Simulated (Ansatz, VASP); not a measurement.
# Two plane-wave programs on TaN

INCAR

```
PREC = Accurate
ENCUT = 600
EDIFF = 1E-6
ISMEAR = -1
SIGMA = 0.05
LREAL = F
LASPH = T
NELM = 200
ALGO = Normal
ISIF = 2
LWAVE = F
LCHARG = T
LMAXMIX = 4
LDAU = T
LDAUTYPE = 2
LDAUL = 2 -1
LDAUU = 4 0
LDAUJ = 0 0
LDAUPRINT = 1
LELF = T
LVHAR = T
NBANDS = 16
GGA_COMPAT = F
```

File KPOINTS:

```
regular mesh
0
Gamma
  10 10 9
```

File POSCAR:

```
TaN
1.0
    2.9380000000      0.0000000000      0.0000000000
   -1.4690000000      2.5443826363      0.0000000000
    0.0000000000      0.0000000000      2.8830000000
Ta N
1 1
Direct
    0.0000000000      0.0000000000      0.5000000000
    0.6666666667      0.3333333333      0.0000000000
```

The input input.yaml:

```yaml
crystal:
  lattice:
    - [2.938, 0.0, 0.0]
    - [-1.469, 2.5443826363, 0.0]
    - [0.0, 0.0, 2.883]
  atoms:
    - { symbol: Ta, position: [0.0, 0.0, 0.5] }
    - { symbol: "N", position: [0.6666666667, 0.3333333333, 0.0] }
hamiltonian:
  xc: lda
  pseudopotentials: { kind: paw }
  hubbard: { sites: [{ species: Ta, l: d, u_eff: 4.0 }] }
kpoints:
  mp_grid: { grid: [10, 10, 9] }
  band_path:
    path:
      - [[0.0, 0.0, 0.0], [0.5, 0.0, 0.0], [0.3333333333, 0.3333333333, 0.0], [0.0, 0.0, 0.0], [0.0, 0.0, 0.5], [0.5, 0.0, 0.5], [0.3333333333, 0.3333333333, 0.5], [0.0, 0.0, 0.5]]
      - [[0.5, 0.0, 0.5], [0.5, 0.0, 0.0]]
      - [[0.3333333333, 0.3333333333, 0.0], [0.3333333333, 0.3333333333, 0.5]]
    npoints: 14
scf:
  occupations: { method: fermi_dirac, width: 0.05 }
  n_extra_bands: 6
output:
  forces: true
  stress: true
  eigenvalues: true
  fatbands: true
  write_density: true
  write_potential: true
  elf: true
  volumetric_format: npy
```

Alike in both runs: functional LDA; k mesh 10 × 10 × 9; occupations fermi-dirac, width 0.05 eV; no spin polarisation; Hubbard terms Ta d U = 4.0 eV.

|  | VASP | Ansatz |
| --- | --- | --- |
| version | VASP 6.6.1 | Ansatz 0.2.0 |
| potentials or method | VASP PAW LDA potentials, release 64 (Ta_sv_GW, N) | Ansatz PAW |
| plane-wave cutoff (eV) | 600 | 420 |
| valence electrons in the cell | 18 | 18 |
| task | single point | band structure |

Ansatz gave:

| Quantity | Value |
| --- | --- |
| gap on the k mesh at the Fermi level (eV) | none |
| pressure (GPa) | -8.0 |
| traceless stress, the component that is largest in VASP (GPa) | -2.12 |

Q: Which values does VASP return?

A: gap on the k mesh at the Fermi level (eV): none; pressure (GPa): 2.7; traceless stress, the component that is largest in VASP (GPa): 0.04.

LDA's correlation is that of Perdew and Zunger in VASP and of Perdew and Wang (1992) in Ansatz. The programs project onto different local orbitals, so the same U acts differently, and such runs can settle in different states. A gap of «none» marks a metal or a gap that the smearing closes.

Neither program's run includes spin-orbit coupling.
